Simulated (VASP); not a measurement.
# Ta4In3 (Fmmm) in VASP: single point with PBE

Aim: the single point of Ta4In3 with PBE.

Everything below comes from runs of VASP 6.6.1. Logs are shortened: lines on timing, memory, paths and dates and some standing lists are left out, and cuts for length are marked.

## 1. The cell of the first run

Symmetry: Fmmm, No. 69, orthorhombic system. The conventional cell has a = 3.401 Å, b = 4.893 Å, c = 35.565 Å, α = 90.00°, β = 90.00°, γ = 90.00°. Within 3.7 Å of Ta (site symmetry mm2) lie 10 Ta at 2.79 to 3.40 Å and 4 In at 3.03 to 3.51 Å. Within 3.7 Å of Ta (site symmetry mm2) lie 14 Ta at 2.79 to 3.40 Å. In (site symmetry mmm) has 14 In at 2.98 to 3.90 Å within 3.9 Å. In (site symmetry mm2) has 10 In at 2.98 to 3.90 Å and 4 Ta at 3.03 to 3.51 Å within 3.9 Å.

## 2. Single point, PBE

INCAR reads:

```
PREC     = Accurate       # precision mode
ENCUT    = 500            # plane-wave cutoff, eV
EDIFF    = 1E-6           # SCF threshold, eV
ISMEAR   = 0              # smearing method
SIGMA    = 0.2            # smearing width, eV
LREAL    = False          # projectors in reciprocal space
LASPH    = True           # aspherical terms in the spheres
NELM     = 120            # most SCF steps
ALGO     = Normal         # electronic algorithm
ISIF     = 2              # what is computed and relaxed
LWAVE    = False          # write WAVECAR
LCHARG   = True           # write CHGCAR
GGA      = PE             # functional
LELF     = True           # ELF
LVHAR    = True         
NBANDS   = 50             # bands
GGA_COMPAT= False
```

KPOINTS reads:

```
regular mesh
0
Gamma
  8 8 8
```

POSCAR reads:

```
Ta4In3
1.0
    1.7004345897      2.4463141216      0.0000000000
    1.7004345897     -2.4463141216      0.0000000000
   -1.7004345897      0.0000000000    -17.7825837167
Ta In
4 3
Direct
    0.8441129635      0.8441129635      0.6882259271
    0.1558870365      0.1558870365      0.3117740729
    0.7179224985      0.7179224985      0.4358449970
    0.2820775015      0.2820775015      0.5641550030
    0.0000000000      0.0000000000      0.0000000000
    0.4147311802      0.4147311802      0.8294623603
    0.5852688198      0.5852688198      0.1705376397
```

Potentials or basis: VASP PAW PBE potentials, release 64 (Ta_pv, In_d).

Launch:

```bash
$ cat potpaw_PBE.64/Ta_pv/POTCAR potpaw_PBE.64/In_d/POTCAR > POTCAR
$ mpirun -np 1 vasp_std > vasp.out
```

OUTCAR:

```text
PREC = Accurate
   ENCUT = 500
   EDIFF = 1E-6
   ISMEAR = 0
   LREAL = False
   LASPH = True
   NELM = 120
   ISIF = 2
   GGA = PE

 ion  position               nearest neighbor table
   1  0.844  0.844  0.688-   4 2.79   4 2.79   6 3.03   6 3.03   4 3.29   4 3.29   6 3.51   6 3.51

   2  0.156  0.156  0.312-   3 2.79   3 2.79   7 3.03   7 3.03   3 3.29   3 3.29   7 3.51   7 3.51

   3  0.718  0.718  0.436-   2 2.79   2 2.79   4 2.85   4 2.85   2 3.29   2 3.29   4 3.35   4 3.35

   4  0.282  0.282  0.564-   1 2.79   1 2.79   3 2.85   3 2.85   1 3.29   1 3.29   3 3.35   3 3.35

   5  0.000  0.000  0.000-   7 3.48   6 3.48   7 3.48   6 3.48   7 3.90   6 3.90   6 3.90   7 3.90

   6  0.415  0.415  0.829-   1 3.03   1 3.03   5 3.48   5 3.48   1 3.51   1 3.51   5 3.90   5 3.90

   7  0.585  0.585  0.171-   2 3.03   2 3.03   5 3.48   5 3.48   2 3.51   2 3.51   5 3.90   5 3.90

  LATTYP: Found a face centered orthorhombic cell.
 ALAT       =     3.4008691794
 B/A-ratio  =     1.4386405313
 C/A-ratio  =    10.4576699536

  Lattice vectors:

 A1 = (   0.0000000000,  -2.4463141216, -17.7825837167)
 A2 = (   1.7004345897,   0.0000000000, -17.7825837167)
 A3 = (   1.7004345897,  -2.4463141216,   0.0000000000)

Analysis of symmetry for initial positions (statically):
=====================================================================
 Subroutine PRICEL returns:
 Original cell was already a primitive cell.

 Routine SETGRP: Setting up the symmetry group for a
 face centered orthorhombic supercell.

 Subroutine GETGRP returns: Found  8 space group operations
 (whereof  8 operations were pure point group operations)
 out of a pool of  8 trial point group operations.

The static configuration has the point symmetry D_2h.

Analysis of symmetry for dynamics (positions and initial velocities):
=====================================================================
 Subroutine PRICEL returns:
 Original cell was already a primitive cell.

 Routine SETGRP: Setting up the symmetry group for a
 face centered orthorhombic supercell.

 Subroutine GETGRP returns: Found  8 space group operations
 (whereof  8 operations were pure point group operations)
 out of a pool of  8 trial point group operations.

The dynamic configuration has the point symmetry D_2h.

 Subroutine INISYM returns: Found  8 space group operations
 (whereof  8 operations are pure point group operations),
 and found     1 'primitive' translations

----------------------------------------------------------------------------------------

                                     Primitive cell

  volume of cell :     147.9439

  direct lattice vectors                    reciprocal lattice vectors
     1.700434590  2.446314122  0.000000000     0.294042478  0.204389124 -0.028117399
     1.700434590 -2.446314122  0.000000000     0.294042478 -0.204389124 -0.028117399
    -1.700434590  0.000000000-17.782583717     0.000000000  0.000000000 -0.056234798

  length of vectors
     2.979250002  2.979250002 17.863699545     0.359202562  0.359202562  0.056234798

  position of ions in fractional coordinates (direct lattice)
     0.844112964  0.844112964  0.688225927
     0.155887036  0.155887036  0.311774073
     0.717922499  0.717922499  0.435844997
     0.282077501  0.282077501  0.564155003
     0.000000000  0.000000000  0.000000000
     0.414731180  0.414731180  0.829462360
     0.585268820  0.585268820  0.170537640

  ion indices of the primitive-cell ions
   primitive index   ion index
                 1           1
                 2           2
                 3           3
                 4           4
                 5           5
                 6           6
                 7           7

----------------------------------------------------------------------------------------

 KPOINTS: regular mesh

Automatic generation of k-mesh.
 Grid dimensions read from file:
 generate k-points for:    8    8    8

 Generating k-lattice:

  Cartesian coordinates                     Fractional coordinates (reciprocal lattice)
     0.036755310  0.025548640 -0.003514675     0.125000000  0.000000000  0.000000000
     0.036755310 -0.025548640 -0.003514675     0.000000000  0.125000000  0.000000000
     0.000000000  0.000000000 -0.007029350     0.000000000  0.000000000  0.125000000

  Length of vectors
     0.044900320  0.044900320  0.007029350

  Shift w.r.t. Gamma in fractional coordinates (k-lattice)
     0.000000000  0.000000000  0.000000000

 Subroutine IBZKPT returns following result:
 ===========================================

 Found     95 irreducible k-points:

 Following reciprocal coordinates:
            Coordinates               Weight
  0.000000  0.000000  0.000000      1.000000
  0.125000  0.000000  0.000000      8.000000
  0.250000  0.000000  0.000000      8.000000
  0.375000 -0.000000  0.000000      8.000000
  0.500000  0.000000  0.000000      4.000000
  0.125000  0.125000  0.000000      4.000000
[... 16 lines left out ...]
  0.125000  0.000000  0.125000      8.000000
  0.250000  0.000000  0.125000      8.000000
 [... further k-points ...]
   k-points           NKPTS =     95   k-points in BZ     NKDIM =     95   number of bands    NBANDS=     50
   number of dos      NEDOS =    301   number of ions     NIONS =      7
   total plane-waves  NPLWV =  80640
   dimension x,y,z NGX =    24 NGY =   24 NGZ =  140
   dimension x,y,z NGXF=    48 NGYF=   48 NGZF=  280
   ions per type =               4   3
   NGX,Y,Z   is equivalent  to a cutoff of  13.39, 13.39, 13.03 a.u.
   NGXF,Y,Z  is equivalent  to a cutoff of  26.78, 26.78, 26.06 a.u.
 SYSTEM =  unknown system
   PREC   = accura    normal or accurate (medium, high low for compatibility)
   ISTART =      0    job   : 0-new  1-cont  2-samecut
   ICHARG =      2    charge: 1-file 2-atom 10-const
   ISPIN  =      1    spin polarized calculation?
   LNONCOLLINEAR =      F non collinear calculations
   LSORBIT =      F    spin-orbit coupling
   LASPH  =      T    aspherical Exc in radial PAW
   ENCUT  =  500.0 eV  36.75 Ry    6.06 a.u.   5.43  5.43 32.57*2*pi/ulx,y,z
   NELM   =    120;   NELMIN=  2; NELMDL= -5     # of ELM steps
   EDIFF  = 0.1E-05   stopping-criterion for ELM
   LREAL  =      F    real-space projection
   EDIFFG = 0.1E-04   stopping-criterion for IOM
   NSW    =      0    number of steps for IOM
   IBRION =     -1    ionic relax: 0-MD 1-quasi-New 2-CG
   NFREE  =      0    steps in history (QN), initial steepest desc. (CG)
   ISIF   =      2    stress and relaxation
   ISYM   =      2    0-nonsym 1-usesym 2-fastsym
   POTIM  = 0.5000    time-step for ionic-motion
   TEBEG  =    0.0;   TEEND  =   0.0 temperature during run
   PSTRESS=    0.0 pullay stress
   NELECT =      83.0000    total number of electrons
   NUPDOWN=      -1.0000    fix difference up-down
   EMIN   =  10.00;   EMAX   =-10.00  energy-range for DOS
   EFERMI =   0.00;   METHOD = LEGACY
   ISMEAR =     0;   SIGMA  =   0.20  broadening in eV -4-tet -1-fermi 0-gaus
   EFERMI_NEDOS =   21; number of points for ismear=-14 and -15
   IALGO  =     38    algorithm
   IMIX   =      4    mixing-type and parameters
     AMIX     =   0.40;   BMIX     =  1.00
     AMIX_MAG =   1.60;   BMIX_MAG =  1.00
  volume/ion in A,a.u.               =      21.13       142.62
  Fermi-wavevector in a.u.,A,eV,Ry     =   1.350212  2.551530 24.804394  1.823072
  Thomas-Fermi vector in A             =   2.477735
   LORBIT       =      0    0 simple, 1 ext, 2 COOP (PROOUT), +10 PAW based schemes
   GGA     = PE    functional components
   LHFCALC =     F    Hartree Fock is set to
   AEXX    =    0.0000 exact exchange contribution
   IVDW    =     0    specifies the selected vdW correction
   LEPSILON=     F    determine dielectric tensor
   LRPA    =     F    only Hartree local field effects (RPA)
 non-spin polarized calculation
 Gauss-broadening in eV      SIGMA  =   0.20
  energy-cutoff  :      500.00
  volume of cell :      147.94
 maximum number of plane-waves:      3808
 NGX is ok and might be reduce to    24
   NGX = 11   NGY = 11   NGZ = 65

 number of electron      82.9999994 magnetization

 Free energy of the ion-electron system (eV)
  ---------------------------------------------------
  ext. energy  EPLUGINS =         0.00000000
  ---------------------------------------------------
  free energy    TOTEN  =       -54.03335232 eV

  energy without entropy =      -53.90634492  energy(sigma->0) =      -53.96984862

 E-fermi :   6.7911     XC(G=0): -11.5218

 val. band max:        6.7886973532   @ k =  -0.1250   0.2500   0.1250
 cond. band min:       6.7983407608   @ k =  -0.2500   0.1250   0.0000
 fundamental gap:      0.0096434076
 Fermi energy:         6.7910607557

 k-point     1 :       0.0000    0.0000    0.0000
  band No.  band energies     occupation
      1     -27.6718      2.00000
      2     -27.5604      2.00000
      3     -27.1048      2.00000
      4     -27.0809      2.00000
      5     -27.0095      2.00000
      6     -26.8681      2.00000
[... 42 lines left out ...]
     49      10.2039      0.00000
     50      10.3209      0.00000

 k-point     2 :       0.1250    0.0000    0.0000
  band No.  band energies     occupation
      1     -27.6394      2.00000
      2     -27.5586      2.00000
      3     -27.1987      2.00000
      4     -27.1550      2.00000
      5     -26.9600      2.00000
      6     -26.9140      2.00000
[... 42 lines left out ...]
     49      10.0324      0.00000
     50      10.1107      0.00000

 k-point     3 :       0.2500    0.0000    0.0000
  band No.  band energies     occupation
      1     -27.5648      2.00000
      2     -27.5647      2.00000
      3     -27.3912      2.00000
      4     -27.3255      2.00000
      5     -27.0630      2.00000
      6     -26.9783      2.00000
[... 1102 lines left out ...]
     49       9.9920      0.00000
     50      10.1129      0.00000

 k-point    24 :       0.2500    0.0000    0.1250
  band No.  band energies     occupation
      1     -27.5648      2.00000
      2     -27.5647      2.00000
      3     -27.3912      2.00000
      4     -27.3255      2.00000
      5     -27.0630      2.00000
      6     -26.9783      2.00000
[... 42 lines left out ...]
     49       9.8345      0.00000
     50      10.0205      0.00000

 [... further k-points ...]

------------------------ aborting loop because EDIFF is reached ----------------------------------------

  FORCE on cell =-STRESS in cart. coord.  units (eV):
  Direction    XX          YY          ZZ          XY          YZ          ZX
  --------------------------------------------------------------------------------------
  -------------------------------------------------------------------------------------
  Total       -0.0926202      0.3462104      0.1005940      0.0000000      0.0000000      0.0000000
  in kB       -1.0030426      3.7493298      1.0893957      0.0000000      0.0000000      0.0000000
  external PRESSURE =       1.2785610 kB  Pullay stress =       0.0000000 kB

 VOLUME and BASIS-vectors are now :
 -----------------------------------------------------------------------------
  energy-cutoff  :      500.00
  volume of cell :      147.94
      direct lattice vectors                 reciprocal lattice vectors
     1.700434590  2.446314122  0.000000000     0.294042478  0.204389124 -0.028117399
     1.700434590 -2.446314122  0.000000000     0.294042478 -0.204389124 -0.028117399
    -1.700434590  0.000000000-17.782583717     0.000000000  0.000000000 -0.056234798

 POSITION                                       TOTAL-FORCE (eV/Angst)
 -----------------------------------------------------------------------------------
      1.70043      0.00000    -12.23844         0.000000      0.000000      0.032568
      0.00000      0.00000     -5.54415         0.000000      0.000000     -0.032568
      1.70043      0.00000     -7.75045        -0.000000      0.000000      0.049043
     -0.00000      0.00000    -10.03213         0.000000      0.000000     -0.049043
      0.00000      0.00000      0.00000         0.000000      0.000000      0.000000
      0.00000      0.00000    -14.74998        -0.000000      0.000000     -0.032823
      1.70043      0.00000     -3.03260         0.000000      0.000000      0.032823
 -----------------------------------------------------------------------------------
    total drift:                               -0.000000      0.000000     -0.000000

  FREE ENERGIE OF THE ION-ELECTRON SYSTEM (eV)
  ---------------------------------------------------
  free  energy   TOTEN  =       -54.0333523177 eV

  energy  without entropy=      -53.9063449163  energy(sigma->0) =      -53.96984862
```

Run time: 28 min. Hardware: 1 thread of AMD EPYC 7R43 (Zen 3), shared host; peak memory 0.59 GiB.

What came out:

| Item | Value |
| --- | --- |
| Free energy | -54.0334 eV |
| Pressure | 0.1 GPa |
| Largest force | 0.049 eV/Å |
| Band gap on the k mesh | zero (an odd number of electrons rules out a gap without spin polarisation) |

Forces in eV/Å, atoms in the order of the input:
```
Ta   0.000  0.000  0.033
Ta   0.000  0.000 -0.033
Ta   0.000  0.000  0.049
Ta   0.000  0.000 -0.049
In   0.000  0.000  0.000
In   0.000  0.000 -0.033
In   0.000  0.000  0.033
```

Stress tensor (GPa, compression positive):
```
-0.10  0.00  0.00
 0.00  0.37  0.00
 0.00  0.00  0.11
```

Caveat: spin-orbit coupling is left out, which moves the levels of the heavy elements.
